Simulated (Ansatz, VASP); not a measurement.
Two plane-wave programs on ZnS

File POSCAR:

```
ZnS
1.0
    3.8109987816      0.0000000000      0.0000000000
   -1.9054993908      3.3004217586      0.0000000000
    0.0000000000      0.0000000000      6.2340000000
Zn S
2 2
Direct
    0.3333333333      0.6666666667      0.0000000000
    0.6666666667      0.3333333333      0.5000000000
    0.3333333333      0.6666666667      0.3128152069
    0.6666666667      0.3333333333      0.8850000000
```

INCAR.step1

```
SYSTEM = ZnS
PREC     = Accurate       ! precision mode
ENCUT    = 520            ! plane-wave cutoff, eV
ISMEAR   = 0              ! smearing method
SIGMA    = 0.05           ! smearing width, eV
LREAL    = .False.        ! projectors in reciprocal space
LASPH    = .True.         ! aspherical terms in the spheres
NELM     = 60             ! most SCF steps
NBANDS   = 26             ! bands
GGA      = PE             ! functional
ALGO     = Normal         ! electronic algorithm
EDIFF    = 1E-4           ! SCF threshold, eV
LWAVE    = .True.         ! write WAVECAR
LCHARG   = .False.        ! write CHGCAR
```

File INCAR.step2:

```
SYSTEM = ZnS
PREC     = Accurate       ! precision mode
ENCUT    = 520            ! plane-wave cutoff, eV
EDIFF    = 1E-6           ! SCF threshold, eV
ISMEAR   = 0              ! smearing method
SIGMA    = 0.05           ! smearing width, eV
LREAL    = .False.        ! projectors in reciprocal space
LASPH    = .True.         ! aspherical terms in the spheres
NELM     = 60             ! most SCF steps
ALGO     = Normal         ! electronic algorithm
ISIF     = 2              ! what is computed and relaxed
LWAVE    = .False.        ! write WAVECAR
LCHARG   = .False.        ! write CHGCAR
METAGGA  = R2SCAN         ! meta-GGA
LMIXTAU  = .True.       
NBANDS   = 26             ! bands
ISTART   = 1
```

File KPOINTS:

```
Automatic mesh
0
Gamma
  6 6 4
  0 0 0
```

Input for Ansatz:

```yaml
crystal:
  lattice:
    - [3.8109987816, 0.0, 0.0]
    - [-1.9054993908, 3.3004217586, 0.0]
    - [0.0, 0.0, 6.234]
  atoms:
    - { symbol: Zn, position: [0.3333333333, 0.6666666667, 0.0] }
    - { symbol: Zn, position: [0.6666666667, 0.3333333333, 0.5] }
    - { symbol: S, position: [0.3333333333, 0.6666666667, 0.3128152069] }
    - { symbol: S, position: [0.6666666667, 0.3333333333, 0.885] }
basis:
  ecutwfc: 500
kpoints:
  mp_grid: { grid: [6, 6, 4] }
hamiltonian:
  xc: r2scan
scf:
  occupations: { method: gaussian, width: 0.05 }
output:
  forces: true
  stress: true
  eigenvalues: true
```

Alike in both runs: task single point; functional r2SCAN; k mesh 6 × 6 × 4; occupations gaussian, width 0.05 eV; no spin polarisation.

|  | VASP | Ansatz |
| --- | --- | --- |
| version | VASP 6.6.1 | Ansatz 0.2.0 |
| potentials or method | VASP PAW PBE potentials, release 64 (Zn, S), cutoff 520 eV | scalar-relativistic, plane waves, PAW |
| valence electrons in the cell | 36 | 36 |

```tsv
	VASP	Ansatz	Ansatz less VASP
gap on the k mesh at the Fermi level (eV)	2.37	2.37	-0.006
least direct gap on the mesh (eV)	2.37	2.37	-0.006
pressure (GPa)	5.2	5.0	-0.16
traceless stress, the component that is largest in VASP (GPa)	12.02	11.83	-0.189
rms of the force components (eV/Å)	2.632	2.602	-0.0307
```

VASP's potentials were made for PBE, not for r2SCAN. Atom by atom the forces differ by 0.034 eV/Å (rms over components).
